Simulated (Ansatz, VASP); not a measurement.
# C in VASP and in Ansatz

```
C
1.0
     0.00000    2.12700    3.34800
     1.22800    0.00000    3.34800
     1.22800    2.12700    0.00000
C
2
Direct
  0.07706 0.74372 0.25628
  0.83333 0.16667 0.83333
```

Alike in both runs: task single point; functional PBEsol; k mesh 14 × 14 × 14; occupations gaussian, width 0.05 eV; no spin polarisation.

```csv
,VASP,Ansatz
version,VASP 6.6.1,Ansatz 0.2.0
potentials or method,"VASP PAW PBE potentials, release 64 (C), cutoff 520 eV","scalar-relativistic, plane waves, PAW"
valence electrons in the cell,8,8
```

Ansatz gave:

```
gap on the k mesh at the Fermi level (eV)                     : none
pressure (GPa)                                                : -16.4
traceless stress, the component that is largest in VASP (GPa) : -44.38
rms of the force components (eV/Å)                            : 5.446
```

Task: Which values does VASP return?

Result: gap on the k mesh at the Fermi level (eV): none; pressure (GPa): -15.8; traceless stress, the component that is largest in VASP (GPa): -44.77; rms of the force components (eV/Å): 5.421.

VASP's potentials were made for PBE, not for PBEsol. Atom by atom the forces differ by 0.025 eV/Å (rms over components). A gap of «none» marks a metal or a gap that the smearing closes. The functional is the same, so the differences come from potentials, cutoffs and numerics.
